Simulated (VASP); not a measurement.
HfO2:

```
Hf O
1.0
     5.04883    0.00000    0.00000
     0.00000    5.11561    0.00000
    -0.84706    0.00000    5.14340
Hf O
4 8
Direct
  0.27550 0.46030 0.70800
  0.72450 0.96030 0.79200
  0.72450 0.53970 0.29200
  0.27550 0.03970 0.20800
  0.07420 0.16840 0.84670
  0.92580 0.66840 0.65330
  0.92580 0.83160 0.15330
  0.07420 0.33160 0.34670
  0.44870 0.74190 0.98010
  0.55130 0.24190 0.51990
  0.55130 0.25810 0.01990
  0.44870 0.75810 0.48010
```

Base run:

| Item | Value |
| --- | --- |
| Program | VASP 6.6.1 |
| Functional | r2SCAN |
| Potentials or basis | VASP PAW PBE potentials, release 64 (Hf_pv, O) |
| Cutoff | 520 eV |
| k mesh | 5 × 5 × 5 |
| Occupations | fermi-dirac, width 0.05 eV |
| Spin | no spin polarisation |

Its results: band gap on the k mesh 4.82 eV (least direct gap 4.88 eV); pressure 8.0 GPa; largest force 0.559 eV/Å.

**Question.** After a change of settings the same cell gave: band gap on the k mesh 4.20 eV (least direct gap 4.26 eV); pressure 6.0 GPa; largest force 0.547 eV/Å. Which change was it?
A. functional from r2SCAN to PBEsol
B. functional from r2SCAN to PBE exchange alone; further incar settings from ALGO = Normal; EDIFF = 1e-06; NBANDS = 56 to ALGO = Normal; EDIFF = 1e-07; NBANDS = 56
C. functional from r2SCAN to RPBE

**Answer.** A.

Caveats: the cell stands under pressure; the PAW data sets were made with another functional, which shifts forces and pressure a little; spin-orbit coupling is left out, which moves the levels of the heavy elements; an odd mesh through Γ misses points on the zone boundary, where band edges can lie.
